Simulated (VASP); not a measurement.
Input of a VASP 6.6.1 run:

Contents of INCAR:

```
  ALGO = Normal
  EDIFF = 1E-6
  EDIFFG = -0.01
  ENCUT = 600
  GGA = PE
  IBRION = 2
  ISIF = 4
  ISMEAR = 0
  LASPH = T
  LCHARG = F
  LREAL = F
  LWAVE = F
  NELM = 100
  NSW = 50
  PREC = Accurate
  SIGMA = 0.1
```

KPOINTS

```
k-points
0
Gamma
  12 12 6
```

Contents of POSCAR:

```
Ge
1.0
    3.9738737680      0.0000000000      0.0000000000
   -1.9869368840      3.4414756345      0.0000000000
    0.0000000000      0.0000000000      6.5606603583
Ge
4
Direct
    0.6666666667      0.3333333333      0.0629628726
    0.3333333333      0.6666666667      0.5629628726
    0.6666666667      0.3333333333      0.4370371274
    0.3333333333      0.6666666667      0.9370371274
```

Potentials or basis: VASP PAW PBE potentials, release 64 (Ge_d).

The run is started by

```sh
$ cat potpaw_PBE.64/Ge_d/POTCAR > POTCAR
$ mpirun -np 1 vasp_std > vasp.out
```

Estimate the band gap on the k mesh.

zero (bands 28 and 29 overlap by 0.06 eV).

Forces in eV/Å, atoms in the order of the input:
```
Ge   0.000  0.000  0.004
Ge   0.000  0.000  0.004
Ge   0.000  0.000 -0.004
Ge   0.000  0.000 -0.004
```

Caveat: the relaxation stopped at its first step, so nothing moved; semilocal functionals underestimate gaps, so a narrow gap can read as zero.
